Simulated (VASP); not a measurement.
Input of a VASP 6.6.1 run:

Contents of INCAR:

```
SYSTEM = Mg7CdTe8
ALGO     = Normal         ! electronic algorithm
EDIFF    = 1E-6           ! SCF threshold, eV
ENCUT    = 500            ! plane-wave cutoff, eV
GGA      = PS             ! functional
GGA_COMPAT= .FALSE.      
ISIF     = 2              ! what is computed and relaxed
ISMEAR   = -1             ! smearing method
ISYM     = -1           
KPAR     = 1            
LASPH    = .TRUE.         ! aspherical terms in the spheres
LCHARG   = .FALSE.        ! write CHGCAR
LREAL    = Auto         
LWAVE    = .FALSE.        ! write WAVECAR
NBANDS   = 276            ! bands
NELM     = 120            ! most SCF steps
PREC     = Accurate       ! precision mode
SIGMA    = 0.05           ! smearing width, eV
```

Contents of KPOINTS:

```
explicit points
1
Reciprocal
  0.25000000   0.25000000   0.25000000 1
```

POSCAR

```
Mg7CdTe8
1.0
   13.6920050000      0.0000000000      0.0000000000
   -0.0000020000     15.8101650000      0.0000000000
    0.0000000000      0.0000000000     14.8510300000
Mg Cd Te
42 6 48
Direct
    0.1659010000      0.0819740000      0.2504240000
    0.1670290000      0.0838760000      0.7514360000
    0.9995800000      0.3300740000      0.2481540000
    0.9995220000      0.3347190000      0.7500590000
    0.4987910000      0.0849830000      0.7489250000
    0.3301700000      0.3337360000      0.2489540000
    0.3354100000      0.3318220000      0.7479350000
    0.1674240000      0.5834160000      0.2477990000
    0.9995640000      0.8354320000      0.2504630000
    0.9973430000      0.8319100000      0.7520690000
    0.8334360000      0.0836260000      0.2492210000
    0.8328050000      0.0820770000      0.7468700000
    0.6680090000      0.3308080000      0.2494990000
    0.6647900000      0.3332000000      0.7507690000
    0.4987120000      0.5819410000      0.2499750000
    0.5020190000      0.5823110000      0.7505150000
    0.3321370000      0.8334320000      0.2511860000
    0.3321800000      0.8325660000      0.7480340000
    0.8325970000      0.5810150000      0.2498670000
    0.8319370000      0.5836150000      0.7509690000
    0.6692070000      0.8342980000      0.2505140000
    0.6672170000      0.8326060000      0.7500400000
    0.9993190000      0.1683520000      0.5007830000
    0.9976790000      0.1669770000      0.9997230000
    0.3343520000      0.1660500000      0.5023650000
    0.3329870000      0.1681240000      0.0006920000
    0.1662890000      0.4175680000      0.4957980000
    0.1676160000      0.4162680000      0.9994500000
    0.9993300000      0.6672360000      0.4987880000
    0.0015780000      0.6680620000      0.0000160000
    0.6645710000      0.1656090000      0.0010380000
    0.4978320000      0.4169360000      0.5005500000
    0.4991900000      0.4137860000      0.0016750000
    0.3318600000      0.6660350000      0.4995540000
    0.3333690000      0.6666410000      0.9993890000
    0.1653570000      0.9160220000      0.5006020000
    0.1665290000      0.9168860000      0.9998290000
    0.8337500000      0.4159780000      0.5004640000
    0.8341290000      0.4155950000      0.9964710000
    0.6682900000      0.6661670000      0.5003970000
    0.8351940000      0.9175900000      0.4989810000
    0.8359300000      0.9157150000      0.0012480000
    0.4997380000      0.0862160000      0.2483800000
    0.1683720000      0.5836660000      0.7450450000
    0.6689440000      0.1657870000      0.4991600000
    0.6648690000      0.6671990000      0.9995210000
    0.4977360000      0.9184410000      0.4981040000
    0.4990990000      0.9169800000      0.0005040000
    0.0000840000      0.1676450000      0.1881240000
    0.0001860000      0.1669750000      0.6865060000
    0.3335220000      0.1650130000      0.1873170000
    0.3338040000      0.1664340000      0.6890530000
    0.1682100000      0.4147630000      0.1871080000
    0.1694210000      0.4191120000      0.6890550000
    0.9996960000      0.6673170000      0.1842770000
    0.0009000000      0.6658400000      0.6888880000
    0.6682050000      0.1656930000      0.1876790000
    0.6653000000      0.1669920000      0.6928080000
    0.5018780000      0.4166670000      0.1872460000
    0.5005100000      0.4161270000      0.6882050000
    0.3321890000      0.6665160000      0.1886700000
    0.3337870000      0.6655320000      0.6859800000
    0.1681040000      0.9174340000      0.1887920000
    0.1683680000      0.9162850000      0.6867860000
    0.8358380000      0.4175080000      0.1867650000
    0.8343940000      0.4177610000      0.6886530000
    0.6668050000      0.6658550000      0.1865390000
    0.6679210000      0.6678080000      0.6889550000
    0.5003940000      0.9154720000      0.1888860000
    0.5002380000      0.9166690000      0.6877170000
    0.8345130000      0.9168210000      0.1884100000
    0.8305580000      0.9162740000      0.6879530000
    0.1658460000      0.0833610000      0.4380260000
    0.1678790000      0.0822160000      0.9349340000
    0.0015870000      0.3341800000      0.4374020000
    0.9967190000      0.3332350000      0.9355180000
    0.5001950000      0.0827110000      0.4380560000
    0.5019750000      0.0845640000      0.9386050000
    0.3306520000      0.3350950000      0.4385610000
    0.3308570000      0.3322220000      0.9411520000
    0.1637110000      0.5847780000      0.4386320000
    0.1651460000      0.5816470000      0.9389560000
    0.0009850000      0.8361700000      0.4382640000
    0.0020260000      0.8333280000      0.9372040000
    0.8339660000      0.0837460000      0.4380680000
    0.8322730000      0.0837170000      0.9382970000
    0.6663630000      0.3332620000      0.4378970000
    0.6653990000      0.3312550000      0.9398250000
    0.4968200000      0.5848480000      0.4354950000
    0.5003430000      0.5834030000      0.9375700000
    0.3346850000      0.8334380000      0.4390070000
    0.3315540000      0.8340110000      0.9386280000
    0.8340860000      0.5827010000      0.4367400000
    0.8366760000      0.5813440000      0.9365010000
    0.6647320000      0.8353000000      0.4379910000
    0.6661880000      0.8328280000      0.9379090000
```

Potentials or basis: VASP PAW PBE potentials, release 64 (Mg, Cd, Te).

The run is started by

```console
$ cat potpaw_PBE.64/Mg/POTCAR potpaw_PBE.64/Cd/POTCAR potpaw_PBE.64/Te/POTCAR > POTCAR
$ mpirun -np 4 vasp_std > vasp.out
```

Task: What does it give for the pressure?

Result: 0.1 GPa.

Task: Predict the largest force.

Result: 0.613 eV/Å.

Forces on the atoms (eV/Å):
```
Mg   0.050  0.109  0.028
Mg  -0.073 -0.103 -0.275
Mg   0.051  0.326  0.107
Mg   0.145 -0.019 -0.163
Mg   0.055 -0.248  0.138
Mg   0.343 -0.116  0.051
Mg  -0.124  0.138  0.240
Mg  -0.169 -0.046  0.072
Mg   0.124 -0.181 -0.064
Mg   0.153  0.118 -0.257
Mg   0.049 -0.038  0.052
Mg   0.058  0.092  0.196
Mg   0.054  0.191 -0.031
Mg   0.197  0.066  0.056
Mg   0.069  0.107 -0.158
Mg  -0.079  0.082 -0.048
Mg   0.124 -0.030 -0.007
Mg   0.123 -0.005  0.093
Mg   0.071  0.206 -0.132
Mg   0.137 -0.002 -0.065
Mg  -0.134 -0.139 -0.047
Mg  -0.167  0.096  0.034
Mg   0.084 -0.026 -0.111
Mg   0.147 -0.046 -0.102
Mg  -0.092  0.070 -0.178
Mg   0.044 -0.249 -0.077
Mg  -0.045  0.108  0.332
Mg  -0.258 -0.016 -0.018
Mg  -0.067  0.118  0.125
Mg  -0.061 -0.109 -0.167
Mg   0.190  0.012 -0.046
Mg   0.065  0.070 -0.119
Mg   0.006  0.172 -0.136
Mg  -0.030  0.062 -0.063
Mg  -0.066 -0.022  0.009
Mg   0.229  0.118 -0.042
Mg   0.035  0.059  0.056
Mg   0.015 -0.004 -0.008
Mg  -0.175  0.057  0.172
Mg  -0.150  0.073 -0.094
Mg  -0.208 -0.047  0.058
Mg  -0.128  0.058 -0.134
Cd   0.076 -0.305  0.096
Cd  -0.049  0.091  0.427
Cd  -0.171  0.062  0.276
Cd   0.272 -0.142 -0.068
Cd   0.121 -0.090  0.229
Cd   0.011  0.012  0.013
Te   0.027 -0.271 -0.104
Te   0.000  0.023  0.168
Te  -0.295  0.234  0.033
Te  -0.114  0.001 -0.040
Te  -0.266  0.143  0.021
Te  -0.101 -0.528 -0.295
Te  -0.027  0.034  0.404
Te  -0.275  0.145 -0.180
Te   0.080  0.068 -0.008
Te   0.101  0.007 -0.300
Te  -0.113 -0.161  0.190
Te  -0.001  0.054 -0.026
Te   0.109  0.050 -0.077
Te   0.328  0.138  0.064
Te  -0.131 -0.069 -0.092
Te  -0.275  0.037  0.158
Te  -0.113 -0.232 -0.058
Te  -0.187 -0.075 -0.039
Te  -0.027  0.050  0.329
Te  -0.083 -0.115 -0.118
Te   0.004  0.028  0.134
Te  -0.023  0.030  0.147
Te  -0.012  0.079 -0.012
Te   0.207 -0.046 -0.078
Te   0.052  0.031  0.070
Te  -0.118  0.148  0.382
Te  -0.168 -0.052 -0.070
Te   0.333 -0.085  0.174
Te  -0.070  0.332 -0.048
Te  -0.285  0.005 -0.125
Te   0.194 -0.236 -0.084
Te   0.173  0.069 -0.351
Te   0.112 -0.021 -0.203
Te   0.159  0.124 -0.123
Te  -0.098 -0.246 -0.065
Te  -0.093  0.030  0.115
Te   0.197 -0.070 -0.119
Te   0.000 -0.128 -0.085
Te  -0.048  0.138 -0.008
Te   0.021  0.095 -0.088
Te   0.253 -0.108  0.249
Te  -0.203 -0.262 -0.004
Te  -0.375 -0.127 -0.104
Te  -0.003 -0.133 -0.172
Te  -0.063  0.005  0.091
Te  -0.136  0.182  0.143
Te   0.307 -0.197  0.014
Te   0.194  0.191 -0.060
```

Caveat: the PAW data sets were made with another functional, which shifts forces and pressure a little.
